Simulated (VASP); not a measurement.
# Ni (Fm-3m) in VASP: a series of runs

The runs below take Ni through single point, with LDA, PBE.

All numbers are computed with VASP 6.6.1; they aren't measurements. Logs are shortened: lines on timing, memory, paths and dates and some standing lists are left out, and cuts for length are marked.

### 1 The cell of the first run

Symmetry: Fm-3m, No. 225, cubic system. The conventional cell has a = 3.543 Å, b = 3.543 Å, c = 3.543 Å, α = 90.00°, β = 90.00°, γ = 90.00°. Within 3.3 Å of Ni (site symmetry m-3m) lie 12 Ni at 2.51 Å.

### 2 Single point, LDA, collinear spin, ferromagnetic start (volume scaled by 1.06)

File INCAR:

```
ALGO = Fast
EDIFF = 1E-6
ENCUT = 520
ISIF = 2
ISMEAR = -1
ISPIN = 2
LASPH = True
LCHARG = False
LMAXMIX = 4
LORBIT = 11
LREAL = False
LWAVE = False
MAGMOM = 1
NBANDS = 15
NELM = 150
PREC = Accurate
SIGMA = 0.05
```

File KPOINTS:

```
k-points
0
Gamma
  13 13 13
```

File POSCAR:

```
Ni
1.0
    0.0000000000      1.7716516424      1.7716516424
    1.7716516424      0.0000000000      1.7716516424
    1.7716516424      1.7716516424      0.0000000000
Ni
1
Direct
    0.0000000000      0.0000000000      0.0000000000
```

Potentials or basis: VASP PAW LDA potentials, release 64 (Ni).

Run with:

```bash
$ cat potpaw_LDA.64/Ni/POTCAR > POTCAR
$ mpirun -np 1 vasp_std > vasp.out
```

OUTCAR:

```text
EDIFF = 1E-6
   ENCUT = 520
   ISIF = 2
   ISMEAR = -1
   ISPIN = 2
   LASPH = True
   LORBIT = 11
   LREAL = False
   NELM = 150
   PREC = Accurate

 ion  position               nearest neighbor table
   1  0.000  0.000  0.000-

  LATTYP: Found a face centered cubic cell.
 ALAT       =     3.5433032848

  Lattice vectors:

 A1 = (   0.0000000000,   1.7716516424,   1.7716516424)
 A2 = (   1.7716516424,   0.0000000000,   1.7716516424)
 A3 = (   1.7716516424,   1.7716516424,   0.0000000000)

Analysis of symmetry for initial positions (statically):
=====================================================================
 Subroutine PRICEL returns:
 Original cell was already a primitive cell.

 Routine SETGRP: Setting up the symmetry group for a
 face centered cubic supercell.

 Subroutine GETGRP returns: Found 48 space group operations
 (whereof 48 operations were pure point group operations)
 out of a pool of 48 trial point group operations.

The static configuration has the point symmetry O_h .

Analysis of symmetry for dynamics (positions and initial velocities):
=====================================================================
 Subroutine PRICEL returns:
 Original cell was already a primitive cell.

 Routine SETGRP: Setting up the symmetry group for a
 face centered cubic supercell.

 Subroutine GETGRP returns: Found 48 space group operations
 (whereof 48 operations were pure point group operations)
 out of a pool of 48 trial point group operations.

The dynamic configuration has the point symmetry O_h .

Analysis of structural, dynamic, and magnetic symmetry:
=====================================================================
 Subroutine PRICEL returns:
 Original cell was already a primitive cell.

 Routine SETGRP: Setting up the symmetry group for a
 face centered cubic supercell.

 Subroutine GETGRP returns: Found 48 space group operations
 (whereof 48 operations were pure point group operations)
 out of a pool of 48 trial point group operations.

The overall configuration has the point symmetry O_h .

 Subroutine INISYM returns: Found 48 space group operations
 (whereof 48 operations are pure point group operations),
 and found     1 'primitive' translations

----------------------------------------------------------------------------------------

                                     Primitive cell

  volume of cell :      11.1215

  direct lattice vectors                    reciprocal lattice vectors
     0.000000000  1.771651642  1.771651642    -0.282222525  0.282222525  0.282222525
     1.771651642  0.000000000  1.771651642     0.282222525 -0.282222525  0.282222525
     1.771651642  1.771651642  0.000000000     0.282222525  0.282222525 -0.282222525

  length of vectors
     2.505493780  2.505493780  2.505493780     0.488823752  0.488823752  0.488823752

  position of ions in fractional coordinates (direct lattice)
     0.000000000  0.000000000  0.000000000

  ion indices of the primitive-cell ions
   primitive index   ion index
                 1           1

----------------------------------------------------------------------------------------

 KPOINTS: k-points

Automatic generation of k-mesh.
 Grid dimensions read from file:
 generate k-points for:   13   13   13

 Generating k-lattice:

  Cartesian coordinates                     Fractional coordinates (reciprocal lattice)
    -0.021709425  0.021709425  0.021709425     0.076923077  0.000000000  0.000000000
     0.021709425 -0.021709425  0.021709425     0.000000000  0.076923077  0.000000000
     0.021709425  0.021709425 -0.021709425     0.000000000  0.000000000  0.076923077

  Length of vectors
     0.037601827  0.037601827  0.037601827

  Shift w.r.t. Gamma in fractional coordinates (k-lattice)
     0.000000000  0.000000000  0.000000000

 Subroutine IBZKPT returns following result:
 ===========================================

 Found     84 irreducible k-points:

 Following reciprocal coordinates:
            Coordinates               Weight
  0.000000  0.000000  0.000000      1.000000
  0.076923  0.000000  0.000000      8.000000
  0.153846  0.000000  0.000000      8.000000
  0.230769  0.000000  0.000000      8.000000
  0.307692  0.000000  0.000000      8.000000
  0.384615  0.000000  0.000000      8.000000
[... 16 lines left out ...]
  0.384615  0.153846  0.000000     24.000000
  0.461538  0.153846  0.000000     24.000000
 [... further k-points ...]
   k-points           NKPTS =     84   k-points in BZ     NKDIM =     84   number of bands    NBANDS=     15
   number of dos      NEDOS =    301   number of ions     NIONS =      1
   total plane-waves  NPLWV =   8000
   dimension x,y,z NGX =    20 NGY =   20 NGZ =   20
   dimension x,y,z NGXF=    40 NGYF=   40 NGZF=   40
   ions per type =               1
   NGX,Y,Z   is equivalent  to a cutoff of  13.27, 13.27, 13.27 a.u.
   NGXF,Y,Z  is equivalent  to a cutoff of  26.54, 26.54, 26.54 a.u.
 SYSTEM =  unknown system
   PREC   = accura    normal or accurate (medium, high low for compatibility)
   ISTART =      0    job   : 0-new  1-cont  2-samecut
   ICHARG =      2    charge: 1-file 2-atom 10-const
   ISPIN  =      2    spin polarized calculation?
   LNONCOLLINEAR =      F non collinear calculations
   LSORBIT =      F    spin-orbit coupling
   LASPH  =      T    aspherical Exc in radial PAW
   ENCUT  =  520.0 eV  38.22 Ry    6.18 a.u.   4.66  4.66  4.66*2*pi/ulx,y,z
   NELM   =    150;   NELMIN=  2; NELMDL= -5     # of ELM steps
   EDIFF  = 0.1E-05   stopping-criterion for ELM
   LREAL  =      F    real-space projection
   EDIFFG = 0.1E-04   stopping-criterion for IOM
   NSW    =      0    number of steps for IOM
   IBRION =     -1    ionic relax: 0-MD 1-quasi-New 2-CG
   NFREE  =      0    steps in history (QN), initial steepest desc. (CG)
   ISIF   =      2    stress and relaxation
   ISYM   =      2    0-nonsym 1-usesym 2-fastsym
   POTIM  = 0.5000    time-step for ionic-motion
   TEBEG  =    0.0;   TEEND  =   0.0 temperature during run
   PSTRESS=    0.0 pullay stress
   NELECT =      10.0000    total number of electrons
   NUPDOWN=      -1.0000    fix difference up-down
   EMIN   =  10.00;   EMAX   =-10.00  energy-range for DOS
   EFERMI =   0.00;   METHOD = LEGACY
   ISMEAR =    -1;   SIGMA  =   0.05  broadening in eV -4-tet -1-fermi 0-gaus
   EFERMI_NEDOS =   21; number of points for ismear=-14 and -15
   IALGO  =     68    algorithm
   IMIX   =      4    mixing-type and parameters
     AMIX     =   0.40;   BMIX     =  1.00
     AMIX_MAG =   1.60;   BMIX_MAG =  1.00
  volume/ion in A,a.u.               =      11.12        75.05
  Fermi-wavevector in a.u.,A,eV,Ry     =   1.580107  2.985969 33.970185  2.496738
  Thomas-Fermi vector in A             =   2.680385
   LORBIT       =     11    0 simple, 1 ext, 2 COOP (PROOUT), +10 PAW based schemes
   GGA     = CA    functional components
   LHFCALC =     F    Hartree Fock is set to
   AEXX    =    0.0000 exact exchange contribution
   IVDW    =     0    specifies the selected vdW correction
   LEPSILON=     F    determine dielectric tensor
   LRPA    =     F    only Hartree local field effects (RPA)
 spin polarized calculation
 RMM-DIIS sequential band-by-band and
  energy-cutoff  :      520.00
  volume of cell :       11.12
 maximum number of plane-waves:       310
   NGX =  9   NGY =  9   NGZ =  9

 number of electron      10.0000009 magnetization       0.6172742

 Free energy of the ion-electron system (eV)
  ---------------------------------------------------
  ext. energy  EPLUGINS =         0.00000000
  ---------------------------------------------------
  free energy    TOTEN  =        -6.51204607 eV

  energy without entropy =       -6.49750668  energy(sigma->0) =       -6.50477637

 E-fermi :   8.7139     XC(G=0): -13.4826

 val. band max:        8.7068220309   @ k =  -0.3846   0.3077   0.0000
 cond. band min:       8.7143091064   @ k =  -0.4615   0.3846   0.1538
 fundamental gap:      0.0074870755
 Fermi energy:         8.7139423609

 spin component 1

 k-point     1 :       0.0000    0.0000    0.0000
  band No.  band energies     occupation
      1      -0.1175      1.00000
      2       6.4165      1.00000
      3       6.4165      1.00000
      4       6.4165      1.00000
      5       7.5322      1.00000
      6       7.5322      1.00000
      7      32.3149      0.00000
      8      35.8897      0.00000
      9      35.8897      0.00000
     10      35.8897      0.00000
     11      38.7863      0.00000
     12      38.7863      0.00000
     13      38.7863      0.00000
     14      42.0307      0.00000
     15      47.7570      0.00000

 k-point     2 :       0.0769    0.0000    0.0000
  band No.  band energies     occupation
      1       0.1098      1.00000
      2       6.3595      1.00000
      3       6.4660      1.00000
      4       6.4660      1.00000
      5       7.5120      1.00000
      6       7.5120      1.00000
      7      31.3553      0.00000
      8      33.8210      0.00000
      9      35.3746      0.00000
     10      35.3746      0.00000
     11      39.5639      0.00000
     12      39.5639      0.00000
     13      40.0638      0.00000
     14      43.8105      0.00000
     15      45.8694      0.00000
[... 365 lines left out ...]
      3       6.3899      1.00000
      4       6.8860      1.00000
      5       8.1124      0.99999
      6       8.4059      0.99789
      7      19.6046      0.00000
      8      28.6155      0.00000
      9      28.6226      0.00000
     10      31.3552      0.00000
     11      40.5499      0.00000
     12      41.5090      0.00000
     13      42.3500      0.00000
     14      46.7995      0.00000
     15      53.5093      0.00000

 k-point    24 :       0.4615    0.1538    0.0000
  band No.  band energies     occupation
      1       4.3760      1.00000
      2       6.0216      1.00000
      3       6.4346      1.00000
      4       6.8000      1.00000
      5       8.2194      0.99995
      6       9.5844      0.00000
      7      16.4776      0.00000
      8      27.3103      0.00000
      9      28.8131      0.00000
     10      31.0066      0.00000
     11      40.9164      0.00000
     12      41.0559      0.00000
     13      43.9160      0.00000
     14      47.1944      0.00000
     15      55.8775      0.00000

 [... further k-points ...]

 spin component 2

 k-point     1 :       0.0000    0.0000    0.0000
  band No.  band energies     occupation
      1      -0.0742      1.00000
      2       7.0439      1.00000
      3       7.0439      1.00000
      4       7.0439      1.00000
      5       8.1110      0.99999
      6       8.1110      0.99999
      7      32.2973      0.00000
      8      35.9439      0.00000
      9      35.9439      0.00000
     10      35.9439      0.00000
     11      38.9517      0.00000
     12      38.9517      0.00000
     13      38.9517      0.00000
     14      42.0034      0.00000
     15      47.9261      0.00000

 k-point     2 :       0.0769    0.0000    0.0000
  band No.  band energies     occupation
      1       0.1533      1.00000
      2       6.9811      1.00000
      3       7.0950      1.00000
      4       7.0950      1.00000
      5       8.0897      1.00000
      6       8.0897      1.00000
      7      31.4067      0.00000
      8      33.8587      0.00000
      9      35.4599      0.00000
     10      35.4599      0.00000
     11      39.6922      0.00000
     12      39.6922      0.00000
     13      40.1285      0.00000
     14      43.8454      0.00000
     15      46.0354      0.00000
[... 365 lines left out ...]
      3       6.9434      1.00000
      4       7.4834      1.00000
      5       8.7577      0.29408
      6       8.9599      0.00726
      7      19.8140      0.00000
      8      28.7066      0.00000
      9      28.7489      0.00000
     10      31.4877      0.00000
     11      40.6618      0.00000
     12      41.5597      0.00000
     13      42.4362      0.00000
     14      46.9544      0.00000
     15      53.6199      0.00000

 k-point    24 :       0.4615    0.1538    0.0000
  band No.  band energies     occupation
      1       4.7177      1.00000
      2       6.4493      1.00000
      3       6.9586      1.00000
      4       7.3827      1.00000
      5       8.8813      0.03399
      6      10.0178      0.00000
      7      16.7428      0.00000
      8      27.4207      0.00000
      9      28.9365      0.00000
     10      31.1115      0.00000
     11      40.9803      0.00000
     12      41.1551      0.00000
     13      44.0185      0.00000
     14      47.3927      0.00000
     15      56.0010      0.00000

 [... further k-points ...]
[... 5 lines left out ...]
  --------------------------------------------------------------------------------------
  -------------------------------------------------------------------------------------
  Total       -1.4088872     -1.4088872     -1.4088872      0.0000000      0.0000000      0.0000000
  in kB     -202.9653055   -202.9653055   -202.9653055      0.0000000      0.0000000      0.0000000
  external PRESSURE =    -202.9653055 kB  Pullay stress =       0.0000000 kB

 VOLUME and BASIS-vectors are now :
 -----------------------------------------------------------------------------
  energy-cutoff  :      520.00
  volume of cell :       11.12
      direct lattice vectors                 reciprocal lattice vectors
     0.000000000  1.771651642  1.771651642    -0.282222525  0.282222525  0.282222525
     1.771651642  0.000000000  1.771651642     0.282222525 -0.282222525  0.282222525
     1.771651642  1.771651642  0.000000000     0.282222525  0.282222525 -0.282222525

 POSITION                                       TOTAL-FORCE (eV/Angst)
 -----------------------------------------------------------------------------------
      0.00000      0.00000      0.00000        -0.000000     -0.000000     -0.000000
 -----------------------------------------------------------------------------------
    total drift:                               -0.000000     -0.000000     -0.000000

  FREE ENERGIE OF THE ION-ELECTRON SYSTEM (eV)
  ---------------------------------------------------
  free  energy   TOTEN  =        -6.5120460699 eV

  energy  without entropy=       -6.4975066787  energy(sigma->0) =       -6.50477637

 total charge

# of ion       s       p       d       tot
------------------------------------------
    1        0.490   0.477   8.316   9.282

 magnetization (x)

# of ion       s       p       d       tot
------------------------------------------
    1       -0.004  -0.017   0.645   0.623
```

It took 41 s on 1 thread of AMD EPYC 7R43 (Zen 3), shared host; peak memory 0.1 GiB.

What came out:

```
Free energy                                           : -6.5120 eV
Pressure                                              : -20.3 GPa
Net moment                                            : 0.62 μB per cell
Site moments                                          : Ni +0.62 μB
Valence electrons inside the program's atomic spheres : Ni 9.28
```

Caveat: the cell differs from its parent crystal (volume scaled by 1.06).

### 3 Single point, PBE, collinear spin, ferromagnetic start

This run uses another cell than the first one, of 9.86 Å³/atom, 0.887 times its volume.

File INCAR:

```
  PREC = Accurate
  ENCUT = 520
  EDIFF = 1E-6
  ISMEAR = -1
  SIGMA = 0.05
  LREAL = F
  LASPH = T
  NELM = 150
  ALGO = Normal
  ISIF = 2
  LWAVE = F
  LCHARG = T
  ISPIN = 2
  MAGMOM = 1
  LORBIT = 11
  LMAXMIX = 4
  GGA = PE
  LELF = T
  LVHAR = T
  NBANDS = 15
```

File KPOINTS:

```
regular mesh
0
Gamma
  13 13 13
```

File POSCAR:

```
Ni
1.0
    0.0000000000      1.7021023080      1.7021023080
    1.7021023080      0.0000000000      1.7021023080
    1.7021023080      1.7021023080      0.0000000000
Ni
1
Direct
    0.0000000000      0.0000000000      0.0000000000
```

Potentials or basis: VASP PAW PBE potentials, release 64 (Ni).

Run with:

```bash
$ cat potpaw_PBE.64/Ni/POTCAR > POTCAR
$ mpirun -np 1 vasp_std > vasp.out
```

It took 39 s on 1 thread of Intel Xeon Platinum 8259CL at 2.50GHz (Skylake/Cascade Lake), shared host; peak memory 0.13 GiB.

Results (log left out):

```
Free energy                                           : -5.4084 eV
Pressure                                              : 24.8 GPa
Net moment                                            : 0.62 μB per cell
Site moments                                          : Ni +0.62 μB
Valence electrons inside the program's atomic spheres : Ni 9.50
```

Levels at points of the mesh, in eV from the Fermi level:
Spin up:
```csv
k point,band 1,band 2,band 3,band 4,band 5,band 6,band 7,band 8,band 9,band 10
"(0.00, 0.00, 0.00)",-9.72,-2.70,-2.70,-2.70,-1.35,-1.35,24.54,29.19,29.19,29.19
```
Spin down:
```
           k point  band 3  band 4  band 5  band 6  band 7  band 8
(0.00, 0.00, 0.00)   -1.96   -1.96   -0.77   -0.77   24.41   29.17
```
